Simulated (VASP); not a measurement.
# BiSb3O2 (P6/mmm) in VASP: further runs, part 2 of 2

VASP 6.6.1. The steps go on from the part before.

## (3) Relaxation of cell and atoms, PBE

This run uses another cell than the first one, of 22.27 Å³/atom, 1.064 times its volume.

Contents of INCAR:

```
SYSTEM = BiSb3O2
PREC = Accurate
ENCUT = 600
EDIFF = 1E-6
ISMEAR = 0
SIGMA = 0.1
LREAL = .False.
LASPH = .True.
NELM = 100
ALGO = Normal
ISIF = 3
LWAVE = .False.
LCHARG = .False.
GGA = PE
IBRION = 2
NSW = 90
EDIFFG = -0.04
```

Contents of KPOINTS:

```
regular mesh
0
Gamma
  3 3 4
  0 0 0
```

Contents of POSCAR:

```
BiSb3O2
1.0
    6.4083815700      0.0000000000      0.0000000000
   -3.2041907800      5.5498212300      0.0000000000
    0.0000000000      0.0000000000      3.7569256600
Sb Bi O
3 1 2
Direct
    0.0000000000      0.5000000000      0.0000000000
    0.5000000000      0.5000000000      0.0000000000
    0.5000000000      0.0000000000      0.0000000000
    0.0000000000      0.0000000000      0.5000000000
    0.6666666700      0.3333333300      0.5000000000
    0.3333333300      0.6666666700      0.5000000000
```

Potentials or basis: VASP PAW PBE potentials, release 64 (Sb, Bi_d, O).

The run is started by

```console
> cat potpaw_PBE.64/Sb/POTCAR potpaw_PBE.64/Bi_d/POTCAR potpaw_PBE.64/O/POTCAR > POTCAR
> mpirun -np 1 vasp_std > vasp.out
```

OUTCAR:

```text
SYSTEM = BiSb3O2
   PREC = Accurate
   ENCUT = 600
   EDIFF = 1E-6
   ISMEAR = 0
   LREAL = .False.
   LASPH = .True.
   NELM = 100
   ISIF = 3
   GGA = PE
   IBRION = 2
   NSW = 90
   EDIFFG = -0.04

 ion  position               nearest neighbor table
   1  0.000  0.500  0.000-   5 2.64   6 2.64   5 2.64   6 2.64   3 3.20   3 3.20   2 3.20   2 3.20
                             4 3.71   4 3.71   4 3.71   4 3.71
   2  0.500  0.500  0.000-   5 2.64   6 2.64   5 2.64   6 2.64   3 3.20   3 3.20   1 3.20   1 3.20
                             4 3.71   4 3.71   4 3.71   4 3.71
   3  0.500  0.000  0.000-   5 2.64   6 2.64   5 2.64   6 2.64   2 3.20   2 3.20   1 3.20   1 3.20
                             4 3.71   4 3.71   4 3.71   4 3.71
   4  0.000  0.000  0.500-   1 3.71   1 3.71   1 3.71   1 3.71   2 3.71   2 3.71   2 3.71   2 3.71
                             3 3.71   3 3.71   3 3.71   3 3.71
   5  0.667  0.333  0.500-   3 2.64   3 2.64   1 2.64   1 2.64   2 2.64   2 2.64
   6  0.333  0.667  0.500-   3 2.64   3 2.64   1 2.64   1 2.64   2 2.64   2 2.64

  LATTYP: Found a hexagonal cell.
 ALAT       =     6.4083815700
 C/A-ratio  =     0.5862518670

  Lattice vectors:

 A1 = (   6.4083815700,   0.0000000000,   0.0000000000)
 A2 = (  -3.2041907800,   5.5498212300,   0.0000000000)
 A3 = (   0.0000000000,   0.0000000000,   3.7569256600)

Analysis of symmetry for initial positions (statically):
[... 158 lines left out ...]

 number of electron      42.0000012 magnetization

 Free energy of the ion-electron system (eV)
  ---------------------------------------------------
  ext. energy  EPLUGINS =         0.00000000
  ---------------------------------------------------
  free energy    TOTEN  =       -26.51344176 eV

  energy without entropy =      -26.48981197  energy(sigma->0) =      -26.50162687

------------------------ aborting loop because EDIFF is reached ----------------------------------------

  FORCE on cell =-STRESS in cart. coord.  units (eV):
  Direction    XX          YY          ZZ          XY          YZ          ZX
  --------------------------------------------------------------------------------------
  -------------------------------------------------------------------------------------
  Total       -2.9594021     -2.9594021     -6.5783616     -0.0000000      0.0000000      0.0000000
  in kB      -35.4858006    -35.4858005    -78.8802665     -0.0000000      0.0000000      0.0000000
  external PRESSURE =     -49.9506225 kB  Pullay stress =       0.0000000 kB
[... 147 lines left out ...]
--------------------------------------- Ionic step        5  -------------------------------------------

 number of electron      42.0000012 magnetization

 Free energy of the ion-electron system (eV)
  ---------------------------------------------------
  ext. energy  EPLUGINS =         0.00000000
  ---------------------------------------------------
  free energy    TOTEN  =       -26.72352012 eV

  energy without entropy =      -26.70218724  energy(sigma->0) =      -26.71285368

 E-fermi :   8.0426     XC(G=0): -10.4780

 val. band max:        8.0214014853   @ k =   0.3333   0.0000   0.2500
 cond. band min:       8.5159360415   @ k =   0.3333   0.0000   0.0000
 fundamental gap:      0.4945345562
 Fermi energy:         8.0425860325

 k-point     1 :       0.0000    0.0000    0.0000
  band No.  band energies     occupation
      1     -14.7047      2.00000
      2     -14.6334      2.00000
      3     -14.6334      2.00000
      4     -14.6182      2.00000
      5     -14.6182      2.00000
      6     -10.7200      2.00000
[... 274 lines left out ...]
  FREE ENERGIE OF THE ION-ELECTRON SYSTEM (eV)
  ---------------------------------------------------
  free  energy   TOTEN  =       -26.7235201196 eV

  energy  without entropy=      -26.7021872380  energy(sigma->0) =      -26.71285368

 reached required accuracy - stopping structural energy minimisation
```

CONTCAR:

```text
BiSb3O2
   1.00000000000000
     6.3712467602546115   -0.0000000000375644    0.0000000000000000
    -3.1856233751888112    5.5176615415417878   -0.0000000000000000
    -0.0000000000000000    0.0000000000000000    3.5487528247466278
  Sb              Bi              O
     3     1     2
Direct
     0.0000000000000000    0.5000000000000000    0.0000000000000000
     0.5000000000000000    0.5000000000000000    0.0000000000000000
     0.5000000000000000    0.0000000000000000    0.0000000000000000
     0.0000000000000000    0.0000000000000000    0.5000000000000000
     0.6666666699999979    0.3333333300000021    0.5000000000000000
     0.3333333300000021    0.6666666699999979    0.5000000000000000

  0.00000000E+00  0.00000000E+00  0.00000000E+00
  0.00000000E+00  0.00000000E+00  0.00000000E+00
  0.00000000E+00  0.00000000E+00  0.00000000E+00
  0.00000000E+00  0.00000000E+00  0.00000000E+00
  0.00000000E+00  0.00000000E+00  0.00000000E+00
  0.00000000E+00  0.00000000E+00  0.00000000E+00
```

Run time: 4.5 min. Hardware: 1 thread of Oxide Virtual Turin-like, shared host; peak memory 0.28 GiB.

Results:

| Item | Value |
| --- | --- |
| Free energy | -26.7235 eV |
| Relaxed volume | 20.79 Å³/atom |
| Relaxed cell | a = 6.371 Å, b = 6.371 Å, c = 3.549 Å, α = 90.00°, β = 90.00°, γ = 120.00° |
| Space group after relaxing (to 0.05 Å) | P6/mmm (No. 191) |
| Energy gained by relaxing | 35.0 meV/atom |
| Ionic steps | 5 |
| Pressure after relaxing | 0.1 GPa |
| Band gap on the k mesh | zero (band 21 reaches 10.16 eV, above the bottom of band 22 at 7.32 eV) |

Step by step:
```csv
step,energy change (eV),largest force (eV/Å),pressure (GPa),volume (Å³)
1,0.0000,0.0000,-5.00,133.62
2,-0.1646,0.0000,2.94,120.60
3,-0.1908,0.0000,0.48,123.87
4,-0.2059,0.0000,0.25,124.35
5,-0.2101,0.0000,0.08,124.75
```

Final structure:
```
CELL_PARAMETERS angstrom
6.37125 0.00000 0.00000
-3.18562 5.51766 0.00000
0.00000 0.00000 3.54875
ATOMIC_POSITIONS crystal
Sb 0.00000 0.50000 0.00000
Sb 0.50000 0.50000 0.00000
Sb 0.50000 0.00000 0.00000
Bi 0.00000 0.00000 0.50000
O 0.66667 0.33333 0.50000
O 0.33333 0.66667 0.50000
```

Levels at points of the mesh, in eV from the Fermi level:
| k point | band 19 | band 20 | band 21 | band 22 | band 23 | band 24 |
| --- | --- | --- | --- | --- | --- | --- |
| (0.00, 0.00, 0.00) | -1.67 | -1.67 | 2.12 | 2.29 | 2.72 | 2.72 |
| (0.00, 0.00, 0.50) | -2.93 | -1.44 | -0.94 | -0.24 | -0.24 | 1.76 |

Caveat: the k points lie up to 0.44 Å⁻¹ apart in the final cell; spin-orbit coupling is left out, which moves the levels of the heavy elements.

## (4) Relaxation of cell and atoms, PBE

This run uses another cell than the first one, of the same volume but with other edges.

Contents of INCAR:

```
SYSTEM = BiSb3O2
  PREC = Accurate
  ENCUT = 600
  EDIFF = 1E-6
  ISMEAR = 0
  SIGMA = 0.1
  LREAL = .False.
  LASPH = .True.
  NELM = 100
  ALGO = Normal
  ISIF = 3
  LWAVE = .False.
  LCHARG = .False.
  GGA = PE
  IBRION = 2
  NSW = 90
  EDIFFG = -0.04
```

Contents of KPOINTS:

```
Automatic mesh
0
Gamma
  3 3 6
  0 0 0
```

Contents of POSCAR:

```
BiSb3O2
1.0
    6.3856393000      0.0000000000      0.0000000000
   -3.1928196500      5.5301258532      0.0000000000
    0.0000000000      0.0000000000      3.5628130073
Sb Bi O
3 1 2
Direct
    0.0000000000      0.5000000000      0.0000000000
    0.5000000000      0.5000000000      0.0000000000
    0.5000000000      0.0000000000      0.0000000000
    0.0000000000      0.0000000000      0.5000000000
    0.6666666667      0.3333333333      0.5000000000
    0.3333333333      0.6666666667      0.5000000000
```

The run is started by

```console
> cat potpaw_PBE.64/Sb/POTCAR potpaw_PBE.64/Bi_d/POTCAR potpaw_PBE.64/O/POTCAR > POTCAR
> mpirun -np 1 vasp_std > vasp.out
```

Run time: 3.2 min. Hardware: 1 thread of Oxide Virtual Turin-like, shared host; peak memory 0.27 GiB.

The run converged. Its results:

```
Free energy                            : -26.6304 eV
Relaxed volume                         : 20.97 Å³/atom
Relaxed cell                           : a = 6.420 Å, b = 6.420 Å, c = 3.524 Å, α = 90.00°, β = 90.00°, γ = 120.00°
Space group after relaxing (to 0.05 Å) : P6/mmm (No. 191)
Energy gained by relaxing              : 0.8 meV/atom
Ionic steps                            : 4
Pressure after relaxing                : -0.1 GPa
Band gap on the k mesh                 : zero (band 21 reaches 10.12 eV, above the bottom of band 22 at 7.09 eV)
```

Step by step:
```tsv
step	energy change (eV)	largest force (eV/Å)	pressure (GPa)	volume (Å³)
1	0.0000	0.0000	-0.20	125.82
2	-0.0035	0.0000	0.18	125.33
3	-0.0040	0.0000	0.35	125.09
4	-0.0050	0.0000	-0.06	125.80
```

Final structure:
```cif
data_structure
_symmetry_space_group_name_H-M 'P 1'
_symmetry_Int_Tables_number 1
_cell_length_a 6.4201
_cell_length_b 6.4201
_cell_length_c 3.5242
_cell_angle_alpha 90.000
_cell_angle_beta 90.000
_cell_angle_gamma 120.000
_cell_volume 125.80
loop_
_atom_site_label
_atom_site_type_symbol
_atom_site_fract_x
_atom_site_fract_y
_atom_site_fract_z
_atom_site_occupancy
Sb1 Sb 0.00000 0.50000 0.00000 1
Sb2 Sb 0.50000 0.50000 0.00000 1
Sb3 Sb 0.50000 0.00000 0.00000 1
Bi1 Bi 0.00000 0.00000 0.50000 1
O1 O 0.66667 0.33333 0.50000 1
O2 O 0.33333 0.66667 0.50000 1
```

Levels at points of the mesh, in eV from the Fermi level:
| k point | band 17 | band 18 | band 19 | band 20 | band 21 | band 22 | band 23 | band 24 |
| --- | --- | --- | --- | --- | --- | --- | --- | --- |
| (0.00, 0.00, 0.00) | -2.86 | -2.86 | -1.90 | -1.90 | 1.97 | 2.03 | 2.60 | 2.62 |
| (0.00, 0.00, 0.50) | -3.57 | -3.04 | -3.04 | -1.73 | -1.22 | -0.47 | -0.47 | 1.64 |

Caveat: the k points lie up to 0.38 Å⁻¹ apart in the final cell; spin-orbit coupling is left out, which moves the levels of the heavy elements.

## (5) Relaxation of cell and atoms, PBE

This run uses another cell than the first one, of 21.06 Å³/atom, 1.006 times its volume.

Contents of INCAR:

```
SYSTEM = BiSb3O2
PREC     = Accurate       ! precision mode
ENCUT    = 600            ! plane-wave cutoff, eV
EDIFF    = 1E-6           ! SCF threshold, eV
ISMEAR   = 0              ! smearing method
SIGMA    = 0.1            ! smearing width, eV
LREAL    = .False.        ! projectors in reciprocal space
LASPH    = .True.         ! aspherical terms in the spheres
NELM     = 100            ! most SCF steps
ALGO     = Normal         ! electronic algorithm
ISIF     = 3              ! what is computed and relaxed
LWAVE    = .False.        ! write WAVECAR
LCHARG   = .False.        ! write CHGCAR
GGA      = PE             ! functional
IBRION   = 2              ! ionic algorithm
NSW      = 100            ! ionic steps
EDIFFG   = -0.01          ! ionic threshold
```

Contents of KPOINTS:

```
regular mesh
0
Gamma
  6 6 10
  0 0 0
```

POSCAR: that of step 4 with these lines changed.

```diff
@@ -2,5 +2,5 @@
 1.0
-    6.3856393000      0.0000000000      0.0000000000
-   -3.1928196500      5.5301258532      0.0000000000
-    0.0000000000      0.0000000000      3.5628130073
+    6.4265801588      0.0000000000      0.0000000000
+   -3.2132900794      5.5655816770      0.0000000000
+    0.0000000000      0.0000000000      3.5324963545
 Sb Bi O
```

The run is started by

```console
> cat potpaw_PBE.64/Sb/POTCAR potpaw_PBE.64/Bi_d/POTCAR potpaw_PBE.64/O/POTCAR > POTCAR
> mpirun -np 1 vasp_std > vasp.out
```

It took 19 min on 1 thread of Oxide Virtual Turin-like, shared host; peak memory 0.37 GiB.

It converged, with:

| Item | Value |
| --- | --- |
| Free energy | -26.7170 eV |
| Relaxed volume | 20.81 Å³/atom |
| Relaxed cell | a = 6.473 Å, b = 6.473 Å, c = 3.442 Å, α = 90.00°, β = 90.00°, γ = 120.00° |
| Space group after relaxing (to 0.05 Å) | P6/mmm (No. 191) |
| Energy gained by relaxing | 4.3 meV/atom |
| Ionic steps | 8 |
| Pressure after relaxing | 0.0 GPa |
| Band gap on the k mesh | zero (band 21 reaches 10.01 eV, above the bottom of band 22 at 7.11 eV) |

The path:
```tsv
step	energy change (eV)	largest force (eV/Å)	pressure (GPa)	volume (Å³)
1	0.0000	0.0000	-1.19	126.35
2	-0.0168	0.0000	0.76	123.50
3	-0.0171	0.0000	0.52	123.81
4	-0.0236	0.0000	0.28	124.32
5	-0.0255	0.0000	0.07	124.80
6	-0.0255	0.0000	0.08	124.77
7	-0.0256	0.0000	-0.06	124.98
8	-0.0256	0.0000	-0.02	124.89
```

Final structure:
```
Sb Bi O
1.0
     6.47289    0.00000    0.00000
    -3.23645    5.60569    0.00000
     0.00000    0.00000    3.44190
Sb Bi O
3 1 2
Direct
  0.00000 0.50000 0.00000
  0.50000 0.50000 0.00000
  0.50000 0.00000 0.00000
  0.00000 0.00000 0.50000
  0.66667 0.33333 0.50000
  0.33333 0.66667 0.50000
```

Levels at points of the mesh, in eV from the Fermi level:
| k point | band 19 | band 20 | band 21 | band 22 | band 23 | band 24 |
| --- | --- | --- | --- | --- | --- | --- |
| (0.00, 0.00, 0.00) | -1.81 | -1.81 | 1.88 | 2.54 | 2.83 | 2.83 |
| (0.50, 0.00, 0.00) | -1.24 | -0.81 | -0.20 | 0.28 | 1.96 | 2.51 |
| (0.00, 0.00, 0.50) | -2.79 | -1.79 | -1.20 | -0.32 | -0.32 | 1.64 |
| (0.50, 0.00, 0.50) | -1.77 | -0.55 | -0.38 | -0.17 | 0.18 | 0.34 |

Caveat: spin-orbit coupling is left out, which moves the levels of the heavy elements.

## (6) The runs side by side

| task | cell | k mesh | cutoff (eV) | gap on the mesh (eV) | pressure (GPa) | relaxed volume (Å³/atom) |
| --- | --- | --- | --- | --- | --- | --- |
| single point | a = 6.484, b = 6.484, c = 3.451 Å, angles 90.0, 90.0, 120.0°, 6 atoms | 6 × 6 × 10 | 520 | none | -0.5 | - |
| relaxation of cell and atoms | relaxed from a = 6.408, b = 6.408, c = 3.757 Å, angles 90.0, 90.0, 120.0°, 6 atoms | 3 × 3 × 4 | 600 | none | 0.1 | 20.79 |
| relaxation of cell and atoms | relaxed from a = 6.386, b = 6.386, c = 3.563 Å, angles 90.0, 90.0, 120.0°, 6 atoms | 3 × 3 × 6 | 600 | none | -0.1 | 20.97 |
| relaxation of cell and atoms | relaxed from a = 6.427, b = 6.427, c = 3.532 Å, angles 90.0, 90.0, 120.0°, 6 atoms | 6 × 6 × 10 | 600 | none | 0.0 | 20.81 |

Alike in all rows: level PBE; potentials or basis VASP PAW PBE potentials, release 64 (Sb, Bi_d, O); no spin polarisation; smearing gaussian 0.1 eV.

Caveats: some runs use coarse meshes; spin-orbit coupling is left out, which moves the levels of the heavy elements.

Absolute energies hang on the potentials; compare differences alone.
